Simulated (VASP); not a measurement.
# Si2Mo (P6_222) in VASP: a series of runs

The runs below take Si2Mo through single point, with PBEsol+D4, PBEsol, PBEsol+D3(BJ).

All numbers are computed with VASP 6.6.1; they aren't measurements. Logs are shortened: lines on timing, memory, paths and dates and some standing lists are left out, and cuts for length are marked.

## 1. The cell of the first run

It takes space group P6_222 (No. 180, hexagonal). Conventional cell: a = 4.548 Å, b = 4.548 Å, c = 6.535 Å, α = 90.00°, β = 90.00°, γ = 120.00°. Within 3.4 Å of Mo (site symmetry 222) lie 10 Si at 2.55 to 2.65 Å and 4 Mo at 3.15 Å. Within 3.3 Å of Si (site symmetry 2) lie 9 Si at 2.53 to 3.17 Å and 5 Mo at 2.55 to 2.65 Å.

## 2. Single point, PBEsol+D4

INCAR reads:

```
SYSTEM = Si2Mo
  PREC = Accurate
  ENCUT = 520
  EDIFF = 1E-6
  ISMEAR = -1
  SIGMA = 0.05
  LREAL = .False.
  LASPH = .True.
  NELM = 100
  ALGO = Normal
  ISIF = 2
  LWAVE = .False.
  LCHARG = .True.
  GGA = PS
  IVDW = 13
  LELF = .True.
  LVHAR = .True.
  NBANDS = 43
```

KPOINTS reads:

```
Automatic mesh
0
Gamma
  7 7 4
  0 0 0
```

POSCAR reads:

```
Si2Mo
1.0
    4.5483450562      0.0000000000      0.0000000000
   -2.2741725281      3.9389823638      0.0000000000
    0.0000000000      0.0000000000      6.5351225078
Mo Si
3 6
Direct
    0.5000000000      0.5000000000      0.8333333333
    0.0000000000      0.5000000000      0.1666666667
    0.5000000000      0.0000000000      0.5000000000
    0.1641538116      0.3283076232      0.5000000000
    0.6716923768      0.8358461884      0.1666666667
    0.8358461884      0.1641538116      0.8333333333
    0.8358461884      0.6716923768      0.5000000000
    0.3283076232      0.1641538116      0.1666666667
    0.1641538116      0.8358461884      0.8333333333
```

Potentials or basis: VASP PAW PBE potentials, release 64 (Mo_sv, Si).

Run with:

```
cat potpaw_PBE.64/Mo_sv/POTCAR potpaw_PBE.64/Si/POTCAR > POTCAR
mpirun -np 1 vasp_std > vasp.out
```

OUTCAR:

```text
SYSTEM = Si2Mo
   PREC = Accurate
   ENCUT = 520
   EDIFF = 1E-6
   ISMEAR = -1
   LREAL = .False.
   LASPH = .True.
   NELM = 100
   ISIF = 2
   GGA = PS
   IVDW = 13

 ion  position               nearest neighbor table
   1  0.500  0.500  0.833-   4 2.55   7 2.55   5 2.55   8 2.55   6 2.62   9 2.62   9 2.62   6 2.62
                             6 2.65   9 2.65   3 3.15   3 3.15   2 3.15   2 3.15
   2  0.000  0.500  0.167-   4 2.55   7 2.55   6 2.55   9 2.55   8 2.62   5 2.62   5 2.62   8 2.62
                             5 2.65   8 2.65   3 3.15   3 3.15   1 3.15   1 3.15
   3  0.500  0.000  0.500-   6 2.55   9 2.55   8 2.55   5 2.55   4 2.62   7 2.62   4 2.62   7 2.62
                             4 2.65   7 2.65   1 3.15   1 3.15   2 3.15   2 3.15
   4  0.164  0.328  0.500-   8 2.53   6 2.53   1 2.55   2 2.55   7 2.59   3 2.62   3 2.62   3 2.65
                             7 2.65   7 2.65   5 3.12   9 3.12
   5  0.672  0.836  0.167-   7 2.53   6 2.53   3 2.55   1 2.55   8 2.59   2 2.62   2 2.62   2 2.65
                             8 2.65   8 2.65   4 3.12   9 3.12
   6  0.836  0.164  0.833-   4 2.53   5 2.53   3 2.55   2 2.55   9 2.59   1 2.62   1 2.62   1 2.65
                             9 2.65   9 2.65   7 3.12   8 3.12
   7  0.836  0.672  0.500-   5 2.53   9 2.53   1 2.55   2 2.55   4 2.59   3 2.62   3 2.62   3 2.65
                             4 2.65   4 2.65   8 3.12   6 3.12
   8  0.328  0.164  0.167-   4 2.53   9 2.53   3 2.55   1 2.55   5 2.59   2 2.62   2 2.62   2 2.65
                             5 2.65   5 2.65   7 3.12   6 3.12
   9  0.164  0.836  0.833-   7 2.53   8 2.53   3 2.55   2 2.55   6 2.59   1 2.62   1 2.62   1 2.65
                             6 2.65   6 2.65   4 3.12   5 3.12

  LATTYP: Found a hexagonal cell.
 ALAT       =     4.5483450562
 C/A-ratio  =     1.4368132644

  Lattice vectors:

 A1 = (   4.5483450562,   0.0000000000,   0.0000000000)
 A2 = (  -2.2741725281,   3.9389823638,   0.0000000000)
 A3 = (   0.0000000000,   0.0000000000,   6.5351225078)

Analysis of symmetry for initial positions (statically):
=====================================================================
 Subroutine PRICEL returns:
 Original cell was already a primitive cell.

 Routine SETGRP: Setting up the symmetry group for a
 hexagonal supercell.

 Subroutine GETGRP returns: Found 12 space group operations
 (whereof  4 operations were pure point group operations)
 out of a pool of 24 trial point group operations.

The static configuration has the point symmetry D_2 .
 The point group associated with its full space group is D_6 .

Analysis of symmetry for dynamics (positions and initial velocities):
=====================================================================
 Subroutine PRICEL returns:
 Original cell was already a primitive cell.

 Routine SETGRP: Setting up the symmetry group for a
 hexagonal supercell.

 Subroutine GETGRP returns: Found 12 space group operations
 (whereof  4 operations were pure point group operations)
 out of a pool of 24 trial point group operations.

The dynamic configuration has the point symmetry D_2 .
 The point group associated with its full space group is D_6 .

 Subroutine INISYM returns: Found 12 space group operations
 (whereof  4 operations are pure point group operations),
 and found     1 'primitive' translations

----------------------------------------------------------------------------------------

                                     Primitive cell

  volume of cell :     117.0823

  direct lattice vectors                    reciprocal lattice vectors
     4.548345056  0.000000000  0.000000000     0.219860188  0.126936339  0.000000000
    -2.274172528  3.938982364  0.000000000     0.000000000  0.253872678  0.000000000
     0.000000000  0.000000000  6.535122508     0.000000000  0.000000000  0.153019320

  length of vectors
     4.548345056  4.548345056  6.535122508     0.253872678  0.253872678  0.153019320

  position of ions in fractional coordinates (direct lattice)
     0.500000000  0.500000000  0.833333333
     0.000000000  0.500000000  0.166666667
     0.500000000  0.000000000  0.500000000
     0.164153812  0.328307623  0.500000000
     0.671692377  0.835846188  0.166666667
     0.835846188  0.164153812  0.833333333
     0.835846188  0.671692377  0.500000000
     0.328307623  0.164153812  0.166666667
     0.164153812  0.835846188  0.833333333

  ion indices of the primitive-cell ions
   primitive index   ion index
                 1           1
                 2           2
                 3           3
                 4           4
                 5           5
                 6           6
                 7           7
                 8           8
                 9           9

----------------------------------------------------------------------------------------

 KPOINTS: Automatic mesh

Automatic generation of k-mesh.
 Grid dimensions read from file:
 generate k-points for:    7    7    4

 Generating k-lattice:

  Cartesian coordinates                     Fractional coordinates (reciprocal lattice)
     0.031408598  0.018133763  0.000000000     0.142857143  0.000000000  0.000000000
     0.000000000  0.036267525  0.000000000     0.000000000  0.142857143  0.000000000
     0.000000000  0.000000000  0.038254830     0.000000000  0.000000000  0.250000000

  Length of vectors
     0.036267525  0.036267525  0.038254830

  Shift w.r.t. Gamma in fractional coordinates (k-lattice)
     0.000000000  0.000000000  0.000000000

 Subroutine IBZKPT returns following result:
 ===========================================

 Found     24 irreducible k-points:

 Following reciprocal coordinates:
            Coordinates               Weight
  0.000000  0.000000  0.000000      1.000000
  0.142857  0.000000  0.000000      6.000000
  0.285714  0.000000  0.000000      6.000000
  0.428571  0.000000  0.000000      6.000000
  0.142857  0.142857  0.000000      6.000000
  0.285714  0.142857  0.000000     12.000000
[... 16 lines left out ...]
  0.428571  0.142857  0.500000      6.000000
  0.285714  0.285714  0.500000      6.000000
   k-points           NKPTS =     24   k-points in BZ     NKDIM =     24   number of bands    NBANDS=     43
   number of dos      NEDOS =    301   number of ions     NIONS =      9
   total plane-waves  NPLWV =  64800
   dimension x,y,z NGX =    36 NGY =   36 NGZ =   50
   dimension x,y,z NGXF=    72 NGYF=   72 NGZF=  100
   ions per type =               3   6
   NGX,Y,Z   is equivalent  to a cutoff of  13.16, 13.16, 12.72 a.u.
   NGXF,Y,Z  is equivalent  to a cutoff of  26.32, 26.32, 25.44 a.u.
 SYSTEM =  Si2Mo
   PREC   = accura    normal or accurate (medium, high low for compatibility)
   ISTART =      0    job   : 0-new  1-cont  2-samecut
   ICHARG =      2    charge: 1-file 2-atom 10-const
   ISPIN  =      1    spin polarized calculation?
   LNONCOLLINEAR =      F non collinear calculations
   LSORBIT =      F    spin-orbit coupling
   LASPH  =      T    aspherical Exc in radial PAW
   ENCUT  =  520.0 eV  38.22 Ry    6.18 a.u.   8.46  8.46 12.15*2*pi/ulx,y,z
   NELM   =    100;   NELMIN=  2; NELMDL= -5     # of ELM steps
   EDIFF  = 0.1E-05   stopping-criterion for ELM
   LREAL  =      F    real-space projection
   EDIFFG = 0.1E-04   stopping-criterion for IOM
   NSW    =      0    number of steps for IOM
   IBRION =     -1    ionic relax: 0-MD 1-quasi-New 2-CG
   NFREE  =      0    steps in history (QN), initial steepest desc. (CG)
   ISIF   =      2    stress and relaxation
   ISYM   =      2    0-nonsym 1-usesym 2-fastsym
   POTIM  = 0.5000    time-step for ionic-motion
   TEBEG  =    0.0;   TEEND  =   0.0 temperature during run
   PSTRESS=    0.0 pullay stress
   NELECT =      66.0000    total number of electrons
   NUPDOWN=      -1.0000    fix difference up-down
   EMIN   =  10.00;   EMAX   =-10.00  energy-range for DOS
   EFERMI =   0.00;   METHOD = LEGACY
   ISMEAR =    -1;   SIGMA  =   0.05  broadening in eV -4-tet -1-fermi 0-gaus
   EFERMI_NEDOS =   21; number of points for ismear=-14 and -15
   IALGO  =     38    algorithm
   IMIX   =      4    mixing-type and parameters
     AMIX     =   0.40;   BMIX     =  1.00
     AMIX_MAG =   1.60;   BMIX_MAG =  1.00
  volume/ion in A,a.u.               =      13.01        87.79
  Fermi-wavevector in a.u.,A,eV,Ry     =   1.352360  2.555590 24.883402  1.828878
  Thomas-Fermi vector in A             =   2.479705
   LORBIT       =      0    0 simple, 1 ext, 2 COOP (PROOUT), +10 PAW based schemes
   GGA     = PS    functional components
   LHFCALC =     F    Hartree Fock is set to
   AEXX    =    0.0000 exact exchange contribution
   IVDW    =    13    specifies the selected vdW correction
   LEPSILON=     F    determine dielectric tensor
   LRPA    =     F    only Hartree local field effects (RPA)
 non-spin polarized calculation
  energy-cutoff  :      520.00
  volume of cell :      117.08
 maximum number of plane-waves:      3192
 NGX is ok and might be reduce to    36
   NGX = 17   NGY = 17   NGZ = 25

 number of electron      65.9999995 magnetization

 Free energy of the ion-electron system (eV)
  ---------------------------------------------------
  ext. energy  EPLUGINS =         0.00000000
  ---------------------------------------------------
  free energy    TOTEN  =       -74.96062707 eV

  energy without entropy =      -74.95880739  energy(sigma->0) =      -74.95971723

 E-fermi :  13.2133     XC(G=0): -12.6531

 val. band max:       13.0852043503   @ k =   0.4286   0.0000   0.5000
 cond. band min:      13.3387648529   @ k =   0.4286   0.0000   0.0000
 fundamental gap:      0.2535605025
 Fermi energy:        13.2132972580

 k-point     1 :       0.0000    0.0000    0.0000
  band No.  band energies     occupation
      1     -47.8382      2.00000
      2     -47.8040      2.00000
      3     -47.8040      2.00000
      4     -22.1362      2.00000
      5     -22.1323      2.00000
      6     -22.1323      2.00000
[... 35 lines left out ...]
     42      16.2898      0.00000
     43      16.7161      0.00000

 k-point     2 :       0.1429    0.0000    0.0000
  band No.  band energies     occupation
      1     -47.8366      2.00000
      2     -47.8054      2.00000
      3     -47.8039      2.00000
      4     -22.1621      2.00000
      5     -22.1427      2.00000
      6     -22.1229      2.00000
[... 35 lines left out ...]
     42      16.3010      0.00000
     43      16.8525      0.00000

 k-point     3 :       0.2857    0.0000    0.0000
  band No.  band energies     occupation
      1     -47.8324      2.00000
      2     -47.8093      2.00000
      3     -47.8039      2.00000
      4     -22.1840      2.00000
      5     -22.1581      2.00000
      6     -22.1258      2.00000
[... 35 lines left out ...]
     42      16.5308      0.00000
     43      16.8347      0.00000

 k-point     4 :       0.4286    0.0000    0.0000
  band No.  band energies     occupation
      1     -47.8274      2.00000
      2     -47.8141      2.00000
      3     -47.8038      2.00000
      4     -22.1953      2.00000
      5     -22.1677      2.00000
      6     -22.1289      2.00000
[... 863 lines left out ...]
     42      16.2609      0.00000
     43      16.3014      0.00000

 k-point    23 :       0.4286    0.1429    0.5000
  band No.  band energies     occupation
      1     -47.8262      2.00000
      2     -47.8140      2.00000
      3     -47.8050      2.00000
      4     -22.1928      2.00000
      5     -22.1679      2.00000
      6     -22.1535      2.00000
[... 35 lines left out ...]
     42      16.2765      0.00000
     43      16.6618      0.00000

 k-point    24 :       0.2857    0.2857    0.5000
  band No.  band energies     occupation
      1     -47.8262      2.00000
      2     -47.8127      2.00000
      3     -47.8064      2.00000
      4     -22.1868      2.00000
      5     -22.1718      2.00000
      6     -22.1660      2.00000
[... 35 lines left out ...]
     42      16.5287      0.00000
     43      16.6069      0.00000

------------------------ aborting loop because EDIFF is reached ----------------------------------------

  DFT-D4 for vdW energy calculation

  Edisp (eV):   -2.96528

  FORCE on cell =-STRESS in cart. coord.  units (eV):
  Direction    XX          YY          ZZ          XY          YZ          ZX
  --------------------------------------------------------------------------------------
  -------------------------------------------------------------------------------------
  Total       0.27964     0.27964     0.30929     0.00000     0.00000     0.00000
  in kB       3.82658     3.82658     4.23233     0.00000     0.00000     0.00000
  external pressure =        3.96 kB  Pullay stress =        0.00 kB

 VOLUME and BASIS-vectors are now :
 -----------------------------------------------------------------------------
  energy-cutoff  :      520.00
  volume of cell :      117.08
      direct lattice vectors                 reciprocal lattice vectors
     4.548345056  0.000000000  0.000000000     0.219860188  0.126936339  0.000000000
    -2.274172528  3.938982364  0.000000000     0.000000000  0.253872678  0.000000000
     0.000000000  0.000000000  6.535122508     0.000000000  0.000000000  0.153019320

 POSITION                                       TOTAL-FORCE (eV/Angst)
 -----------------------------------------------------------------------------------
      1.13709      1.96949      5.44594         0.000000     -0.000000     -0.000000
     -1.13709      1.96949      1.08919        -0.000000     -0.000000      0.000000
      2.27417      0.00000      3.26756         0.000000     -0.000000      0.000000
      0.00000      1.29320      3.26756        -0.000000     -0.004445      0.000000
      1.15423      3.29238      1.08919         0.003850      0.002223      0.000000
      3.42840      0.64660      5.44594         0.003850     -0.002223      0.000000
      2.27417      2.64578      3.26756         0.000000      0.004445      0.000000
      1.11994      0.64660      1.08919        -0.003850     -0.002223      0.000000
     -1.15423      3.29238      5.44594        -0.003850      0.002223      0.000000
 -----------------------------------------------------------------------------------
    total drift:                               -0.000000     -0.000000     -0.000001

  FREE ENERGIE OF THE ION-ELECTRON SYSTEM (eV)
  ---------------------------------------------------
  free  energy   TOTEN  =       -77.9259103979 eV

  energy  without entropy=      -77.9240907178  energy(sigma->0) =      -77.92500056
```

It took 60 s on 1 thread of Intel Xeon 6975P-C (Granite Rapids), shared host; peak memory 0.27 GiB.

Results:

| Property | Result |
| --- | --- |
| Free energy | -77.9259 eV |
| Pressure | 0.4 GPa |
| Largest force | 0.004 eV/Å |
| Band gap on the k mesh | 0.25 eV, indirect (least direct gap 0.65 eV) |
| Dispersion energy per atom | -0.329 eV |

Forces on the atoms (eV/Å):
```
Mo   0.000  0.000  0.000
Mo   0.000  0.000  0.000
Mo   0.000  0.000  0.000
Si   0.000 -0.004  0.000
Si   0.004  0.002  0.000
Si   0.004 -0.002  0.000
Si   0.000  0.004  0.000
Si  -0.004 -0.002  0.000
Si  -0.004  0.002  0.000
```

Caveat: the PAW data sets were made with another functional, which shifts forces and pressure a little.

[end of part 1 of 2]
